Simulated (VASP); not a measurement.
Input of a VASP 6.6.1 run:

The input POSCAR:

```
KMgF3
1.0
    4.1093201170      0.0000000000      0.0000000000
    0.0000000000      4.1093201170      0.0000000000
    0.0000000000      0.0000000000      4.1093201170
K Mg F
1 1 3
Direct
    0.5000000000      0.5000000000      0.5000000000
    0.0000000000      0.0000000000      0.0000000000
    0.5000000000      0.0000000000      0.0000000000
    0.0000000000      0.5000000000      0.0000000000
    0.0000000000      0.0000000000      0.5000000000
```

INCAR.step1

```
SYSTEM = KMgF3
ALGO = Normal
EDIFF = 1E-4
ENCUT = 520
GGA = PE
ISMEAR = 0
LASPH = .True.
LCHARG = .False.
LREAL = .False.
LWAVE = .True.
NBANDS = 24
NELM = 100
PREC = Accurate
SIGMA = 0.02
```

The input INCAR.step2:

```
SYSTEM = KMgF3
ALGO = Normal
EDIFF = 1E-7
ENCUT = 520
ISIF = 2
ISMEAR = 0
ISTART = 1
LASPH = .True.
LCHARG = .False.
LMIXTAU = .True.
LREAL = .False.
LWAVE = .False.
METAGGA = R2SCAN
NBANDS = 24
NELM = 100
PREC = Accurate
SIGMA = 0.02
```

KPOINTS

```
k-points
0
Gamma
  6 6 6
  0 0 0
```

Potentials or basis: VASP PAW PBE potentials, release 64 (K_sv, Mg, F).

Launch:

```bash
$ cat potpaw_PBE.64/K_sv/POTCAR potpaw_PBE.64/Mg/POTCAR potpaw_PBE.64/F/POTCAR > POTCAR
$ cp INCAR.step1 INCAR
$ mpirun -np 1 vasp_std > vasp.out
$ cp INCAR.step2 INCAR
$ mpirun -np 1 vasp_std > vasp.out
```

(1) Estimate the pressure.

(2) Predict the band gap on the k mesh.

Answers

(1) -6.6 GPa.

(2) 7.56 eV, indirect (least direct gap 7.88 eV).

Caveat: the PAW data sets were made with another functional, which shifts forces and pressure a little.
